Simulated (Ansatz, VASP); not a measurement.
# One calculation of Ge, two programs

INCAR

```
SYSTEM = Ge
PREC = Accurate ; ENCUT = 600
EDIFF = 1E-6 ; ISMEAR = 0
SIGMA = 0.1 ; LREAL = .FALSE.
LASPH = .TRUE. ; NELM = 80
ALGO = Normal ; ISIF = 3
LWAVE = .FALSE. ; LCHARG = .FALSE.
GGA = PS ; IBRION = 2
NSW = 100 ; EDIFFG = -0.005
```

The input KPOINTS:

```
Automatic mesh
0
G
  12 12 6
  0 0 0
```

Contents of POSCAR:

```
Ge
1.0
    3.9986409606      0.0000000000      0.0000000000
   -1.9993204803      3.4629246525      0.0000000000
    0.0000000000      0.0000000000      6.5920608979
Ge
4
Direct
    0.6666666667      0.3333333333      0.0627779680
    0.3333333333      0.6666666667      0.5627779680
    0.6666666667      0.3333333333      0.4372220320
    0.3333333333      0.6666666667      0.9372220320
```

Input for Ansatz:

```yaml
crystal:
  lattice:
    - [3.9986409602, 0.0, 0.0]
    - [-1.9993204801, 3.4629246522, 0.0]
    - [0.0, 0.0, 6.5920608992]
  atoms:
    - { symbol: Ge, position: [0.6666666667, 0.3333333333, 0.062777968] }
    - { symbol: Ge, position: [0.3333333333, 0.6666666667, 0.562777968] }
    - { symbol: Ge, position: [0.6666666667, 0.3333333333, 0.437222032] }
    - { symbol: Ge, position: [0.3333333333, 0.6666666667, 0.937222032] }
basis:
  ecutwfc: 420
kpoints:
  mp_grid: { grid: [12, 12, 6] }
hamiltonian:
  xc: pbesol
scf:
  occupations: { method: gaussian, width: 0.1 }
output:
  forces: true
  stress: true
  eigenvalues: true
  write_density: true
  write_potential: true
  elf: true
  volumetric_format: npy
relax:
  adjacent_minimum: "off"
  f_tol: 0.005
  max_steps: 80
  cell: { stress_tol: 0.05 }
```

Alike in both runs: task relaxation of cell and atoms; functional PBEsol; k mesh 12 × 12 × 6; occupations gaussian, width 0.1 eV; no spin polarisation.

|  | VASP | Ansatz |
| --- | --- | --- |
| version | VASP 6.6.1 | Ansatz 0.2.0 |
| potentials or method | VASP PAW PBE potentials, release 64 (Ge_d), cutoff 600 eV | scalar-relativistic, plane waves, PAW |
| valence electrons in the cell | 56 | 56 |

Ansatz gave:

| Quantity | Value |
| --- | --- |
| gap on the k mesh at the Fermi level, each at its own relaxed structure (eV) | none |
| relaxed volume (Å³/atom) | 22.82 |
| relaxed length of the cell vector where the two differ most in proportion (Å) | 6.596 |

Q: Which values does VASP return?

A: gap on the k mesh at the Fermi level, each at its own relaxed structure (eV): none; relaxed volume (Å³/atom): 22.79; relaxed length of the cell vector where the two differ most in proportion (Å): 6.590.

VASP's potentials were made for PBE, not for PBEsol. A gap of «none» marks a metal or a gap that the smearing closes.
